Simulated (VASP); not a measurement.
# Te6Mo3H (a cell with a defect) in VASP: single point with PBE+D3(BJ)

Aim: the single point of Te6Mo3H (a cell with a defect) with PBE+D3(BJ).

Everything below comes from runs of VASP 6.6.1. Logs are shortened: lines on timing, memory, paths and dates and some standing lists are left out, and cuts for length are marked.

### 1 The cell of the first run

The cell holds a defect, 10 atoms: a = 3.496 Å, b = 3.496 Å, c = 21.311 Å, α = 90.00°, β = 90.00°, γ = 120.00°.

### 2 Single point, PBE+D3(BJ)

INCAR

```
PREC = Accurate
ENCUT = 520
EDIFF = 1E-6
ISMEAR = 0
SIGMA = 0.05
LREAL = F
LASPH = T
NELM = 80
ALGO = Normal
ISIF = 2
LWAVE = F
LCHARG = T
GGA = PE
IVDW = 12
LELF = T
LVHAR = T
NBANDS = 50
```

KPOINTS

```
regular mesh
0
Gamma
  9 9 1
```

POSCAR

```
Te6Mo3H
1.0
    3.4959407812      0.0000000000      0.0000000000
   -1.7479703906      3.0275735266      0.0000000000
    0.0000000000      0.0000000000     21.3113513408
Te Mo H
6 3 1
Direct
    0.0000000000      0.0000000000      0.9147264527
    0.3333333333      0.6666666667      0.5934158068
    0.3333333333      0.6666666667      0.2359734255
    0.3333333333      0.6666666667      0.7640265745
    0.3333333333      0.6666666667      0.4065841932
    0.0000000000      0.0000000000      0.0852735473
    0.0000000000      0.0000000000      0.6786881624
    0.0000000000      0.0000000000      0.3213118376
    0.3333333333      0.6666666667      0.0000000000
   -0.0510671924      0.0577997371      0.5023330459
```

Potentials or basis: VASP PAW PBE potentials, release 64 (Te, Mo_sv, H).

On the command line:

```
> cat potpaw_PBE.64/Te/POTCAR potpaw_PBE.64/Mo_sv/POTCAR potpaw_PBE.64/H/POTCAR > POTCAR
> mpirun -np 1 vasp_std > vasp.out
```

OUTCAR:

```text
PREC = Accurate
   ENCUT = 520
   EDIFF = 1E-6
   ISMEAR = 0
   LREAL = F
   LASPH = T
   NELM = 80
   ISIF = 2
   GGA = PE
   IVDW = 12
 IVDW          = 12

 ion  position               nearest neighbor table
   1  0.000  0.000  0.915-   9 2.72   9 2.72   9 2.72   6 3.63
   2  0.333  0.667  0.593-   7 2.72   7 2.72   7 2.72   4 3.64
   3  0.333  0.667  0.236-   8 2.72   8 2.72   8 2.72   5 3.64
   4  0.333  0.667  0.764-   7 2.72   7 2.72   7 2.72   2 3.64
   5  0.333  0.667  0.407-   8 2.72   8 2.72   8 2.72   3 3.64
   6  0.000  0.000  0.085-   9 2.72   9 2.72   9 2.72   1 3.63
   7  0.000  0.000  0.679-   2 2.72   2 2.72   2 2.72   4 2.72   4 2.72   4 2.72
   8  0.000  0.000  0.321-   5 2.72   5 2.72   5 2.72   3 2.72   3 2.72   3 2.72
   9  0.333  0.667  0.000-   1 2.72   6 2.72   1 2.72   6 2.72   1 2.72   6 2.72
  10  0.949  0.058  0.502-

  LATTYP: Found a hexagonal cell.
 ALAT       =     3.4959407812
 C/A-ratio  =     6.0960275573

  Lattice vectors:

 A1 = (   3.4959407812,   0.0000000000,   0.0000000000)
 A2 = (  -1.7479703906,   3.0275735266,   0.0000000000)
 A3 = (   0.0000000000,   0.0000000000,  21.3113513408)

Analysis of symmetry for initial positions (statically):
=====================================================================
 Subroutine PRICEL returns:
 Original cell was already a primitive cell.

 Routine SETGRP: Setting up the symmetry group for a
 hexagonal supercell.

 Subroutine GETGRP returns: Found  1 space group operations
 (whereof  1 operations were pure point group operations)
 out of a pool of 24 trial point group operations.

The static configuration has the point symmetry C_1 .

Analysis of symmetry for dynamics (positions and initial velocities):
=====================================================================
 Subroutine PRICEL returns:
 Original cell was already a primitive cell.

 Routine SETGRP: Setting up the symmetry group for a
 hexagonal supercell.

 Subroutine GETGRP returns: Found  1 space group operations
 (whereof  1 operations were pure point group operations)
 out of a pool of 24 trial point group operations.

The dynamic configuration has the point symmetry C_1 .

 Subroutine INISYM returns: Found  1 space group operations
 (whereof  1 operations are pure point group operations),
 and found     1 'primitive' translations

----------------------------------------------------------------------------------------

                                     Primitive cell

  volume of cell :     225.5640

  direct lattice vectors                    reciprocal lattice vectors
     3.495940781  0.000000000  0.000000000     0.286046035  0.165148755  0.000000000
    -1.747970391  3.027573527  0.000000000     0.000000000  0.330297511  0.000000000
     0.000000000  0.000000000 21.311351341     0.000000000  0.000000000  0.046923350

  length of vectors
     3.495940781  3.495940781 21.311351341     0.330297511  0.330297511  0.046923350

  position of ions in fractional coordinates (direct lattice)
     0.000000000  0.000000000  0.914726453
     0.333333333  0.666666667  0.593415807
     0.333333333  0.666666667  0.235973425
     0.333333333  0.666666667  0.764026575
     0.333333333  0.666666667  0.406584193
     0.000000000  0.000000000  0.085273547
     0.000000000  0.000000000  0.678688162
     0.000000000  0.000000000  0.321311838
     0.333333333  0.666666667  0.000000000
     0.948932808  0.057799737  0.502333046

  ion indices of the primitive-cell ions
   primitive index   ion index
                 1           1
                 2           2
                 3           3
                 4           4
                 5           5
                 6           6
                 7           7
                 8           8
                 9           9
                10          10

----------------------------------------------------------------------------------------

 KPOINTS: regular mesh

Automatic generation of k-mesh.
 Grid dimensions read from file:
 generate k-points for:    9    9    1

 Generating k-lattice:

  Cartesian coordinates                     Fractional coordinates (reciprocal lattice)
     0.031782893  0.018349862  0.000000000     0.111111111 -0.000000000  0.000000000
     0.000000000  0.036699723  0.000000000     0.000000000  0.111111111  0.000000000
     0.000000000  0.000000000  0.046923350     0.000000000  0.000000000  1.000000000

  Length of vectors
     0.036699723  0.036699723  0.046923350

  Shift w.r.t. Gamma in fractional coordinates (k-lattice)
     0.000000000  0.000000000  0.000000000

 Subroutine IBZKPT returns following result:
 ===========================================

 Found     41 irreducible k-points:

 Following reciprocal coordinates:
            Coordinates               Weight
  0.000000  0.000000  0.000000      1.000000
  0.111111 -0.000000  0.000000      2.000000
  0.000000  0.111111  0.000000      2.000000
 -0.111111  0.111111  0.000000      2.000000
  0.222222 -0.000000  0.000000      2.000000
  0.000000  0.222222  0.000000      2.000000
[... 16 lines left out ...]
  0.333333  0.111111  0.000000      2.000000
 -0.111111  0.444444  0.000000      2.000000
 [... further k-points ...]
   k-points           NKPTS =     41   k-points in BZ     NKDIM =     41   number of bands    NBANDS=     50
   number of dos      NEDOS =    301   number of ions     NIONS =     10
   total plane-waves  NPLWV = 125440
   dimension x,y,z NGX =    28 NGY =   28 NGZ =  160
   dimension x,y,z NGXF=    56 NGYF=   56 NGZF=  320
   ions per type =               6   3   1
   NGX,Y,Z   is equivalent  to a cutoff of  13.32, 13.32, 12.48 a.u.
   NGXF,Y,Z  is equivalent  to a cutoff of  26.63, 26.63, 24.96 a.u.
 SYSTEM =  unknown system
   PREC   = accura    normal or accurate (medium, high low for compatibility)
   ISTART =      0    job   : 0-new  1-cont  2-samecut
   ICHARG =      2    charge: 1-file 2-atom 10-const
   ISPIN  =      1    spin polarized calculation?
   LNONCOLLINEAR =      F non collinear calculations
   LSORBIT =      F    spin-orbit coupling
   LASPH  =      T    aspherical Exc in radial PAW
   ENCUT  =  520.0 eV  38.22 Ry    6.18 a.u.   6.50  6.50 39.62*2*pi/ulx,y,z
   NELM   =     80;   NELMIN=  2; NELMDL= -5     # of ELM steps
   EDIFF  = 0.1E-05   stopping-criterion for ELM
   LREAL  =      F    real-space projection
   EDIFFG = 0.1E-04   stopping-criterion for IOM
   NSW    =      0    number of steps for IOM
   IBRION =     -1    ionic relax: 0-MD 1-quasi-New 2-CG
   NFREE  =      0    steps in history (QN), initial steepest desc. (CG)
   ISIF   =      2    stress and relaxation
   ISYM   =      2    0-nonsym 1-usesym 2-fastsym
   POTIM  = 0.5000    time-step for ionic-motion
   TEBEG  =    0.0;   TEEND  =   0.0 temperature during run
   PSTRESS=    0.0 pullay stress
   NELECT =      79.0000    total number of electrons
   NUPDOWN=      -1.0000    fix difference up-down
   EMIN   =  10.00;   EMAX   =-10.00  energy-range for DOS
   EFERMI =   0.00;   METHOD = LEGACY
   ISMEAR =     0;   SIGMA  =   0.05  broadening in eV -4-tet -1-fermi 0-gaus
   EFERMI_NEDOS =   21; number of points for ismear=-14 and -15
   IALGO  =     38    algorithm
   IMIX   =      4    mixing-type and parameters
     AMIX     =   0.40;   BMIX     =  1.00
     AMIX_MAG =   1.60;   BMIX_MAG =  1.00
  volume/ion in A,a.u.               =      22.56       152.22
  Fermi-wavevector in a.u.,A,eV,Ry     =   1.153968  2.180684 18.118106  1.331643
  Thomas-Fermi vector in A             =   2.290608
   LORBIT       =      0    0 simple, 1 ext, 2 COOP (PROOUT), +10 PAW based schemes
   GGA     = PE    functional components
   LHFCALC =     F    Hartree Fock is set to
   AEXX    =    0.0000 exact exchange contribution
   IVDW    =    12    specifies the selected vdW correction
   LEPSILON=     F    determine dielectric tensor
   LRPA    =     F    only Hartree local field effects (RPA)
 non-spin polarized calculation
 Gauss-broadening in eV      SIGMA  =   0.05
  energy-cutoff  :      520.00
  volume of cell :      225.56
 maximum number of plane-waves:      6151
 NGX is ok and might be reduce to    28
   NGX = 13   NGY = 13   NGZ = 79

 number of electron      79.0000002 magnetization

 Free energy of the ion-electron system (eV)
  ---------------------------------------------------
  ext. energy  EPLUGINS =         0.00000000
  ---------------------------------------------------
  free energy    TOTEN  =       -55.17744531 eV

  energy without entropy =      -55.16854830  energy(sigma->0) =      -55.17299680

 E-fermi :   8.0706     XC(G=0): -10.5303

 val. band max:        8.0682701274   @ k =  -0.4444   0.3333   0.0000
 cond. band min:       8.0908508602   @ k =  -0.3333  -0.4444   0.0000
 fundamental gap:      0.0225807329
 Fermi energy:         8.0705818598

 k-point     1 :       0.0000    0.0000    0.0000
  band No.  band energies     occupation
      1     -52.8079      2.00000
      2     -52.5572      2.00000
      3     -52.5547      2.00000
      4     -26.9872      2.00000
      5     -26.8442      2.00000
      6     -26.8431      2.00000
[... 42 lines left out ...]
     49      11.5311      0.00000
     50      11.5479      0.00000

 k-point     2 :       0.1111   -0.0000    0.0000
  band No.  band energies     occupation
      1     -52.8066      2.00000
      2     -52.5559      2.00000
      3     -52.5535      2.00000
      4     -26.9836      2.00000
      5     -26.8598      2.00000
      6     -26.8477      2.00000
[... 42 lines left out ...]
     49      11.2993      0.00000
     50      11.3518      0.00000

 k-point     3 :       0.0000    0.1111    0.0000
  band No.  band energies     occupation
      1     -52.8066      2.00000
      2     -52.5559      2.00000
      3     -52.5535      2.00000
      4     -26.9836      2.00000
      5     -26.8598      2.00000
      6     -26.8477      2.00000
[... 1102 lines left out ...]
     49      11.0651      0.00000
     50      11.1601      0.00000

 k-point    24 :      -0.1111    0.4444    0.0000
  band No.  band energies     occupation
      1     -52.7981      2.00000
      2     -52.5473      2.00000
      3     -52.5449      2.00000
      4     -26.9629      2.00000
      5     -26.9589      2.00000
      6     -26.8815      2.00000
[... 42 lines left out ...]
     49      11.0738      0.00000
     50      11.1522      0.00000

 [... further k-points ...]

------------------------ aborting loop because EDIFF is reached ----------------------------------------

 Edisp (eV)   -5.03527

 E8    (eV) :    -2.2885

  FORCE on cell =-STRESS in cart. coord.  units (eV):
  Direction    XX          YY          ZZ          XY          YZ          ZX
  --------------------------------------------------------------------------------------
  -------------------------------------------------------------------------------------
  Total      -1.06836    -1.41938    -1.10405    -0.27147    -0.05273     0.08667
  in kB      -7.58853   -10.08184    -7.84206    -1.92824    -0.37455     0.61564
  external pressure =       -8.50 kB  Pullay stress =        0.00 kB

 VOLUME and BASIS-vectors are now :
 -----------------------------------------------------------------------------
  energy-cutoff  :      520.00
  volume of cell :      225.56
      direct lattice vectors                 reciprocal lattice vectors
     3.495940781  0.000000000  0.000000000     0.286046035  0.165148755  0.000000000
    -1.747970391  3.027573527  0.000000000     0.000000000  0.330297511  0.000000000
     0.000000000  0.000000000 21.311351341     0.000000000  0.000000000  0.046923350

 POSITION                                       TOTAL-FORCE (eV/Angst)
 -----------------------------------------------------------------------------------
      0.00000      0.00000     19.49406        -0.000315      0.000160     -0.042759
     -0.00000      2.01838     12.64649         0.124763     -0.078986     -0.589040
     -0.00000      2.01838      5.02891         0.020904     -0.012104      0.065954
     -0.00000      2.01838     16.28244         0.024928     -0.014422     -0.066653
     -0.00000      2.01838      8.66486         0.101286     -0.063653      0.536672
      0.00000      0.00000      1.81729        -0.000360      0.000190      0.042789
      0.00000      0.00000     14.46376         0.027736     -0.014602      0.417513
      0.00000      0.00000      6.84759         0.019045     -0.009695     -0.378120
     -0.00000      2.01838      0.00000         0.001582     -0.000960      0.000905
      3.21638      0.17499     10.70540        -0.319566      0.194074      0.012739
 -----------------------------------------------------------------------------------
    total drift:                                0.000090     -0.000052      0.000021

  FREE ENERGIE OF THE ION-ELECTRON SYSTEM (eV)
  ---------------------------------------------------
  free  energy   TOTEN  =       -60.2127130818 eV

  energy  without entropy=      -60.2038160687  energy(sigma->0) =      -60.20826458
```

Wall time 18 min (1 thread of Intel Xeon Platinum 8488C (Sapphire Rapids), shared host); peak memory 0.58 GiB.

What came out:

| Quantity | Value |
| --- | --- |
| Free energy | -60.2127 eV |
| Pressure | -0.9 GPa |
| Largest force | 0.607 eV/Å |
| Band gap on the k mesh | zero (an odd number of electrons rules out a gap without spin polarisation) |
| Dispersion energy per atom | -0.504 eV |

Forces on the atoms (eV/Å):
```
Te   0.000  0.000 -0.043
Te   0.125 -0.079 -0.589
Te   0.021 -0.012  0.066
Te   0.025 -0.014 -0.067
Te   0.101 -0.064  0.537
Te   0.000  0.000  0.043
Mo   0.028 -0.015  0.418
Mo   0.019 -0.010 -0.378
Mo   0.002 -0.001  0.001
H   -0.320  0.194  0.013
```

Stress tensor (GPa, compression positive):
```
-0.76 -0.19  0.06
-0.19 -1.01 -0.04
 0.06 -0.04 -0.78
```

Caveat: spin-orbit coupling is left out, which moves the levels of the heavy elements.

The gap in the log of VASP goes by the Fermi energy; the results here count the filled bands.